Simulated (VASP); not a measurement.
A run of VASP 6.6.1:

The input POSCAR:

```
Hf
1.0
    0.0000000000      2.3088000000      2.2200000000
    2.3088000000      0.0000000000      2.2200000000
    2.3088000000      2.3088000000      0.0000000000
Hf
1
Direct
    0.0000000000      0.0000000000      0.0000000000
```

Contents of INCAR.step1:

```
ALGO     = Normal         # electronic algorithm
EDIFF    = 1E-4           # SCF threshold, eV
ENCUT    = 520            # plane-wave cutoff, eV
GGA      = PE             # functional
ISMEAR   = 0              # smearing method
LASPH    = T              # aspherical terms in the spheres
LCHARG   = F              # write CHGCAR
LREAL    = F              # projectors in reciprocal space
LWAVE    = T              # write WAVECAR
NBANDS   = 11             # bands
NELM     = 100            # most SCF steps
PREC     = Accurate       # precision mode
SIGMA    = 0.15           # smearing width, eV
```

Contents of INCAR.step2:

```
ALGO     = Normal         # electronic algorithm
EDIFF    = 1E-6           # SCF threshold, eV
ENCUT    = 520            # plane-wave cutoff, eV
ISIF     = 2              # what is computed and relaxed
ISMEAR   = 0              # smearing method
ISTART   = 1            
LASPH    = T              # aspherical terms in the spheres
LCHARG   = F              # write CHGCAR
LMIXTAU  = T            
LREAL    = F              # projectors in reciprocal space
LWAVE    = F              # write WAVECAR
METAGGA  = R2SCAN         # meta-GGA
NBANDS   = 11             # bands
NELM     = 100            # most SCF steps
PREC     = Accurate       # precision mode
SIGMA    = 0.15           # smearing width, eV
```

The input KPOINTS:

```
k-points
0
Gamma
  18 18 18
```

Potentials or basis: VASP PAW PBE potentials, release 64 (Hf_pv).

The run is started by

```sh
$ cat potpaw_PBE.64/Hf_pv/POTCAR > POTCAR
$ cp INCAR.step1 INCAR
$ mpirun -np 1 vasp_std > vasp.out
$ cp INCAR.step2 INCAR
$ mpirun -np 1 vasp_std > vasp.out
```

Hardware: 1 thread of Intel(R) Xeon(R) 6975P-C (Granite Rapids) (shared host).

Problem. Estimate the wall time of this run.

Solution. Wall time 94 s on 1 thread of Intel(R) Xeon(R) 6975P-C (Granite Rapids), with other jobs on the host, peak memory 0.24 GiB. Counts: k points 480.
